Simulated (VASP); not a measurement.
**Rh: relaxation of cell and atoms with LDA**

Crystal: Rh.

```xyz
1
Lattice="0.0000 1.9000 1.9000 1.9000 0.0000 1.9000 1.9000 1.9000 0.0000" Properties=species:S:1:pos:R:3 pbc="T T T"
Rh    0.0000    0.0000    0.0000
```

```
Program                : VASP 6.6.1
Task                   : relaxation of cell and atoms
Functional             : LDA
Potentials or basis    : VASP PAW LDA potentials, release 64 (Rh_pv)
Cutoff                 : 600 eV
k mesh                 : 24 × 24 × 24
Occupations            : gaussian, width 0.1 eV
Spin                   : no spin polarisation
Dipole correction      : no
Further INCAR settings : ALGO = Normal; EDIFF = 1e-06; IBRION = 2; EDIFFG = -0.003; NSW = 80; ISIF = 3
```

* Relaxed volume: 13.26 Å³/atom
* Relaxed cell: a = 2.656 Å, b = 2.656 Å, c = 2.656 Å, α = 60.00°, β = 60.00°, γ = 60.00°
* Space group after relaxing (to 0.05 Å): Fm-3m (No. 225)
* Energy gained by relaxing: 14.9 meV/atom
* Ionic steps: 12
* Pressure after relaxing: 0.0 GPa

Step by step:
```csv
step,energy change (eV),largest force (eV/Å),pressure (GPa),volume (Å³)
1,0.0000,0.0000,-9.99,13.72
2,0.1078,0.0000,37.03,12.09
3,-0.0149,0.0000,-0.45,13.27
4,-0.0149,0.0000,-0.07,13.25
5,-0.0149,0.0000,0.18,13.25
6,-0.0149,0.0000,-0.35,13.27
7,-0.0149,0.0000,-0.06,13.25
8,-0.0149,0.0000,0.08,13.25
9,-0.0149,0.0000,0.04,13.25
10,-0.0149,0.0000,0.06,13.25
11,-0.0149,0.0000,0.05,13.25
12,-0.0149,0.0000,-0.01,13.26
```

Final structure:
```
Rh
1.0
     0.00000    1.87839    1.87839
     1.87839    0.00000    1.87839
     1.87839    1.87839    0.00000
Rh
1
Direct
  0.00000 0.00000 0.00000
```

Levels at points of the mesh, in eV from the Fermi level:
```tsv
k point	band 4	band 5	band 6	band 7	band 8	band 9	band 10	band 11
(0.00, 0.00, 0.00)	-8.30	-3.29	-3.29	-3.29	-1.04	-1.04	15.91	20.24
(0.50, 0.00, 0.00)	-6.48	-3.37	-3.37	0.62	0.62	0.66	8.97	15.45
(0.50, 0.50, 0.00)	-6.70	-6.33	0.60	1.06	1.06	3.25	12.72	13.42
```

Run time: 110 s on 1 thread of Intel(R) Xeon(R) 6975P-C (Granite Rapids), with other jobs on the host, peak memory 0.21 GiB.
